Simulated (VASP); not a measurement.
# S (P6_3/mmc) in VASP: a series of runs, part 2 of 2

VASP 6.6.1.

**4. Single point, r2SCAN**

This run uses another cell than the first one, of 30.22 Å³/atom.

Input file POSCAR:

```
S
1.0
    3.5033036618      0.0000000000      0.0000000000
   -1.7516518309      3.0339499682      0.0000000000
    0.0000000000      0.0000000000      5.6860473763
S
2
Direct
    0.3333333333      0.6666666667      0.2500000000
    0.6666666667      0.3333333333      0.7500000000
```

Input file INCAR.step1:

```
SYSTEM = S
ALGO = Normal ; EDIFF = 1E-4
ENCUT = 520 ; GGA = PE
ISMEAR = 0 ; LASPH = .True.
LCHARG = .False. ; LREAL = .False.
LWAVE = .True. ; NBANDS = 13
NELM = 60 ; PREC = Accurate
SIGMA = 0.1
```

Input file INCAR.step2:

```
SYSTEM = S
ALGO = Normal ; EDIFF = 1E-6
ENCUT = 520 ; ISIF = 2
ISMEAR = 0 ; ISTART = 1
LASPH = .True. ; LCHARG = .True.
LELF = .True. ; LMIXTAU = .True.
LREAL = .False. ; LVHAR = .True.
LWAVE = .False. ; METAGGA = R2SCAN
NBANDS = 13 ; NELM = 60
PREC = Accurate ; SIGMA = 0.1
```

Input file KPOINTS:

```
k-points
0
Gamma
  6 6 4
  0 0 0
```

Potentials or basis: VASP PAW PBE potentials, release 64 (S).

Launch:

```bash
> cat potpaw_PBE.64/S/POTCAR > POTCAR
> cp INCAR.step1 INCAR
> mpirun -np 1 vasp_std > vasp.out
> cp INCAR.step2 INCAR
> mpirun -np 1 vasp_std > vasp.out
```

OUTCAR:

```text
SYSTEM = S
   EDIFF = 1E-6
   ENCUT = 520
   ISIF = 2
   ISMEAR = 0
   ISTART = 1
   LASPH = .True.
   LREAL = .False.
   METAGGA = R2SCAN
   NELM = 60
   PREC = Accurate

 ion  position               nearest neighbor table
   1  0.333  0.667  0.250-
   2  0.667  0.333  0.750-

  LATTYP: Found a hexagonal cell.
 ALAT       =     3.5033036618
 C/A-ratio  =     1.6230529595

  Lattice vectors:

 A1 = (   3.5033036618,   0.0000000000,   0.0000000000)
 A2 = (  -1.7516518309,   3.0339499682,   0.0000000000)
 A3 = (   0.0000000000,   0.0000000000,   5.6860473763)

Analysis of symmetry for initial positions (statically):
=====================================================================
 Subroutine PRICEL returns:
 Original cell was already a primitive cell.

 Routine SETGRP: Setting up the symmetry group for a
 hexagonal supercell.

 Subroutine GETGRP returns: Found 24 space group operations
 (whereof 12 operations were pure point group operations)
 out of a pool of 24 trial point group operations.

The static configuration has the point symmetry D_3d.
[... 170 lines left out ...]
      2     -11.5640      2.00000
      3      -3.1137      2.00000
      4       0.6006      0.00000
      5       0.6006      0.00000
      6       1.0907      0.00000
      7       1.0907      0.00000
      8       1.1250      0.00000
      9       8.6778      0.00000
     10       8.9685      0.00000
     11      12.2961      0.00000
     12      12.2961      0.00000
     13      12.4034      0.00000
[... 306 lines left out ...]
  band No.  band energies     occupation
      1     -11.2777      2.00000
      2     -11.2777      2.00000
      3      -2.2927      2.00000
      4      -2.2927      2.00000
      5      -1.6368      2.00000
      6      -1.6368      2.00000
      7       0.4580      0.00000
      8       0.4580      0.00000
      9       9.9829      0.00000
     10       9.9829      0.00000
     11      10.4488      0.00000
     12      10.4488      0.00000
     13      13.1600      0.00000

------------------------ aborting loop because EDIFF is reached ----------------------------------------

  FORCE on cell =-STRESS in cart. coord.  units (eV):
  Direction    XX          YY          ZZ          XY          YZ          ZX
  --------------------------------------------------------------------------------------
  -------------------------------------------------------------------------------------
  Total       -4.2185459     -4.2185459     -5.3079709      0.0000000      0.0000000      0.0000000
  in kB     -111.8347290   -111.8347290   -140.7156651      0.0000000      0.0000000      0.0000000
  external PRESSURE =    -121.4617077 kB  Pullay stress =       0.0000000 kB

 VOLUME and BASIS-vectors are now :
 -----------------------------------------------------------------------------
  energy-cutoff  :      520.00
  volume of cell :       60.44
      direct lattice vectors                 reciprocal lattice vectors
     3.503303662  0.000000000  0.000000000     0.285444853  0.164801663  0.000000000
    -1.751651831  3.033949968  0.000000000     0.000000000  0.329603326  0.000000000
     0.000000000  0.000000000  5.686047376     0.000000000  0.000000000  0.175869094

 POSITION                                       TOTAL-FORCE (eV/Angst)
 -----------------------------------------------------------------------------------
     -0.00000      2.02263      1.42151        -0.000000     -0.000000      0.000000
      1.75165      1.01132      4.26454         0.000000      0.000000      0.000000
 -----------------------------------------------------------------------------------
    total drift:                               -0.000000      0.000000      0.000000

  FREE ENERGIE OF THE ION-ELECTRON SYSTEM (eV)
  ---------------------------------------------------
  free  energy   TOTEN  =       -11.1426478818 eV

  energy  without entropy=      -11.1205257528  energy(sigma->0) =      -11.13158682
```

OUTCAR.step1:

```text
SYSTEM = S
   EDIFF = 1E-4
   ENCUT = 520
   GGA = PE
   ISMEAR = 0
   LASPH = .True.
[... 554 lines left out ...]
 -----------------------------------------------------------------------------------
     -0.00000      2.02263      1.42151         0.000000     -0.000000      0.000000
      1.75165      1.01132      4.26454        -0.000000      0.000000      0.000000
 -----------------------------------------------------------------------------------
    total drift:                               -0.000000      0.000000      0.000000

  FREE ENERGIE OF THE ION-ELECTRON SYSTEM (eV)
  ---------------------------------------------------
  free  energy   TOTEN  =        -3.7527562072 eV

  energy  without entropy=       -3.7297907717  energy(sigma->0) =       -3.74127349
```

OSZICAR.step1:

```text
N       E                     dE             d eps       ncg     rms          rms(c)
DAV:   1     0.502775122249E+02    0.50278E+02   -0.50618E+03   546   0.764E+02
DAV:   2    -0.792317384989E+00   -0.51070E+02   -0.49330E+02   765   0.129E+02
DAV:   3    -0.374428683016E+01   -0.29520E+01   -0.28888E+01   716   0.323E+01
DAV:   4    -0.378149908034E+01   -0.37212E-01   -0.37147E-01   671   0.450E+00
DAV:   5    -0.378216194669E+01   -0.66287E-03   -0.66282E-03   751   0.600E-01    0.240E+00
DAV:   6    -0.375641929496E+01    0.25743E-01   -0.33066E-02   636   0.930E-01    0.126E+00
DAV:   7    -0.375215092095E+01    0.42684E-02   -0.28862E-02   706   0.898E-01    0.241E-01
DAV:   8    -0.375275145821E+01   -0.60054E-03   -0.89147E-04   686   0.171E-01    0.326E-02
DAV:   9    -0.375275620722E+01   -0.47490E-05   -0.17885E-05   548   0.292E-02
   1 F= -.37527562E+01 E0= -.37412735E+01  d E =-.229654E-01
```

Wall time 31 s (1 thread of Intel Xeon 6975P-C (Granite Rapids), shared host); peak memory 0.18 GiB.

Results:

```yaml
Free_energy: -11.1426 eV
Pressure: -12.1 GPa
Band_gap_on_the_k_mesh: zero (bands 6 and 7 overlap by 1.73 eV)
```

Levels at points of the mesh, in eV from the Fermi level:
| k point | band 4 | band 5 | band 6 | band 7 | band 8 | band 9 |
| --- | --- | --- | --- | --- | --- | --- |
| (0.00, 0.00, 0.00) | 0.56 | 0.56 | 1.05 | 1.05 | 1.08 | 8.63 |
| (0.50, 0.00, 0.00) | -2.01 | -1.38 | -0.41 | -0.13 | 0.59 | 8.15 |
| (0.00, 0.00, 0.50) | -1.25 | 0.80 | 0.80 | 0.80 | 0.80 | 9.67 |
| (0.50, 0.00, 0.50) | -2.91 | 0.00 | 0.00 | 0.05 | 0.05 | 8.45 |

Caveat: the cell stands under tension; the PAW data sets were made with another functional, which shifts forces and pressure a little.

**5. Relaxation of cell and atoms, r2SCAN**

Input file POSCAR:

```
S
1.0
    3.2690080870      0.0000000000      0.0000000000
   -1.6345040435      2.8310440485      0.0000000000
    0.0000000000      0.0000000000      3.5898665225
S
2
Direct
    0.3333333333      0.6666666667      0.2500000000
    0.6666666667      0.3333333333      0.7500000000
```

Input file INCAR.step1:

```
PREC = Accurate
ENCUT = 600
ISMEAR = 0
SIGMA = 0.1
LREAL = False
LASPH = True
NELM = 80
GGA = PE
ALGO = Normal
EDIFF = 1E-4
LWAVE = True
LCHARG = False
```

Input file INCAR.step2:

```
PREC = Accurate
ENCUT = 600
EDIFF = 1E-7
ISMEAR = 0
SIGMA = 0.1
LREAL = False
LASPH = True
NELM = 80
ALGO = Normal
ISIF = 3
LWAVE = False
LCHARG = False
METAGGA = R2SCAN
LMIXTAU = True
IBRION = 2
NSW = 90
EDIFFG = -0.04
ISTART = 1
```

Input file KPOINTS:

```
Automatic mesh
0
Gamma
  6 6 6
```

Launch:

```bash
> cat potpaw_PBE.64/S/POTCAR > POTCAR
> cp INCAR.step1 INCAR
> mpirun -np 1 vasp_std > vasp.out
> cp INCAR.step2 INCAR
> mpirun -np 1 vasp_std > vasp.out
```

Run time: 1.9 min. Hardware: 1 thread of Intel Xeon 6975P-C (Granite Rapids), shared host; peak memory 0.16 GiB.

It converged, with:

```
Free energy                           : -14.1798 eV
Relaxed volume                        : 16.99 Å³/atom
Relaxed cell                          : a = 3.338 Å, b = 3.338 Å, c = 3.520 Å, α = 90.00°, β = 90.00°, γ = 120.00°
Space group after relaxing (to 0.1 Å) : P6_3/mmc (No. 194)
Energy gained by relaxing             : 7.4 meV/atom
Ionic steps                           : 6
Pressure after relaxing               : 0.0 GPa
Band gap on the k mesh                : zero (bands 6 and 7 overlap by 2.27 eV)
```

The path:
```
step  energy change (eV)  largest force (eV/Å)  pressure (GPa)  volume (Å³)
   1              0.0000                0.0000            0.54        33.22
   2             -0.0112                0.0000            0.71        33.48
   3             -0.0139                0.0000            0.82        33.69
   4             -0.0140                0.0000            0.81        33.66
   5             -0.0145                0.0000           -0.50        34.17
   6             -0.0148                0.0000            0.00        33.97
```

Final structure:
```yaml
crystal:
  lattice:
    - [3.33849, 0.00000, 0.00000]
    - [-1.66924, 2.89121, 0.00000]
    - [0.00000, 0.00000, 3.51977]
  atoms:
    - { symbol: S, position: [0.33333, 0.66667, 0.25000] }
    - { symbol: S, position: [0.66667, 0.33333, 0.75000] }
```

Levels at points of the mesh, in eV from the Fermi level:
```tsv
k point	band 2	band 3	band 4	band 5	band 6	band 7	band 8	band 9	band 10
(0.00, 0.00, 0.00)	-9.40	-5.64	-2.64	-2.64	0.95	0.95	4.03	4.87	9.95
(0.50, 0.00, 0.00)	-12.81	-4.44	-4.28	-3.22	-0.79	-0.51	2.63	4.62	10.10
(0.00, 0.00, 0.50)	-14.87	-0.73	-0.73	-0.73	-0.73	-0.34	-0.34	8.84	8.84
(0.50, 0.00, 0.50)	-13.18	-7.23	-7.23	-1.95	-1.95	1.49	1.49	10.26	10.26
```

Caveat: the k points lie up to 0.36 Å⁻¹ apart in the final cell, too coarse for converged energies and pressures of a metal; the PAW data sets were made with another functional, which shifts forces and pressure a little.

**6. Overview**

| task | cell | k mesh | cutoff (eV) | gap on the mesh (eV) | pressure (GPa) |
| --- | --- | --- | --- | --- | --- |
| single point | a = 3.269, b = 3.269, c = 3.590 Å, angles 90.0, 90.0, 120.0°, 2 atoms | 6 × 6 × 4 | 520 | none | -0.2 |
| single point | a = 3.336, b = 3.336, c = 3.529 Å, angles 90.0, 90.0, 120.0°, 2 atoms | 6 × 6 × 6 | 520 | none | -0.2 |
| single point | a = 3.503, b = 3.503, c = 5.686 Å, angles 90.0, 90.0, 120.0°, 2 atoms | 6 × 6 × 4 | 520 | none | -12.1 |
| relaxation of cell and atoms | relaxed from a = 3.269, b = 3.269, c = 3.590 Å, angles 90.0, 90.0, 120.0°, 2 atoms | 6 × 6 × 6 | 600 | none | 0.0 |

Alike in all rows: level r2SCAN; potentials or basis VASP PAW PBE potentials, release 64 (S); no spin polarisation; smearing gaussian 0.1 eV.

Caveats: some runs use coarse meshes; the PAW data sets were made with another functional, which shifts forces and pressure a little; the cell stands under tension (at least some runs).

Total energies depend on the potentials used, so only differences within one code and one set of settings carry meaning.
